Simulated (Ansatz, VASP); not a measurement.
One calculation of Tc, two programs

File INCAR:

```
SYSTEM = Tc
PREC     = Accurate       ! precision mode
ENCUT    = 520            ! plane-wave cutoff, eV
EDIFF    = 1E-6           ! SCF threshold, eV
ISMEAR   = -1             ! smearing method
SIGMA    = 0.08           ! smearing width, eV
LREAL    = .False.        ! projectors in reciprocal space
LASPH    = .True.         ! aspherical terms in the spheres
NELM     = 100            ! most SCF steps
ALGO     = Normal         ! electronic algorithm
ISIF     = 2              ! what is computed and relaxed
LWAVE    = .False.        ! write WAVECAR
LCHARG   = .False.        ! write CHGCAR
GGA      = CA             ! functional
NBANDS   = 20             ! bands
```

The input KPOINTS:

```
Automatic mesh
0
Gamma
  17 17 9
  0 0 0
```

POSCAR

```
Tc
1.0
    2.7400001704      0.0000000000      0.0000000000
   -1.3700000852      2.3729097540      0.0000000000
    0.0000000000      0.0000000000      4.4859600000
Tc
2
Direct
    0.3333333333      0.6666666667      0.2500000000
    0.6666666667      0.3333333333      0.7500000000
```

Input for Ansatz:

```yaml
crystal:
  lattice:
    - [2.7400001704, 0.0, 0.0]
    - [-1.3700000852, 2.372909754, 0.0]
    - [0.0, 0.0, 4.48596]
  atoms:
    - { symbol: Tc, position: [0.3333333333, 0.6666666667, 0.25] }
    - { symbol: Tc, position: [0.6666666667, 0.3333333333, 0.75] }
kpoints:
  mp_grid: { grid: [17, 17, 9] }
  band_path:
    path:
      - [0.0, 0.0, 0.0]
      - [0.5, 0.0, 0.0]
      - [0.3333333333, 0.3333333333, 0.0]
      - [0.0, 0.0, 0.0]
      - [0.0, 0.0, 0.5]
      - [0.5, 0.0, 0.5]
      - [0.3333333333, 0.3333333333, 0.5]
      - [0.0, 0.0, 0.5]
      - [0.5, 0.0, 0.5]
    npoints: 5
scf:
  occupations: { method: fermi_dirac, width: 0.08 }
hamiltonian:
  xc: lda
  pseudopotentials: { kind: all_electron, lapw: { basis_error: 0.001 } }
output:
  forces: true
  stress: true
  eigenvalues: true
```

Change from the starting cell: zz strain of +2 %.

Alike in both runs: task single point; functional LDA; k mesh 17 × 17 × 9; occupations fermi-dirac, width 0.08 eV; no spin polarisation.

|  | VASP | Ansatz |
| --- | --- | --- |
| version | VASP 6.6.1 | Ansatz 0.2.0 |
| potentials or method | VASP PAW LDA potentials, release 64 (Tc_pv), cutoff 520 eV | all-electron LAPW, scalar-relativistic |

```csv
,VASP,Ansatz,Ansatz less VASP
pressure (GPa),-17.0,-17.1,-0.03
"traceless stress, the component that is largest in VASP (GPa)",-5.31,-5.31,+0.004
```

LDA's correlation is that of Perdew and Zunger in VASP and of Perdew and Wang (1992) in Ansatz. Ansatz ran all-electron here, and VASP with PAW potentials.
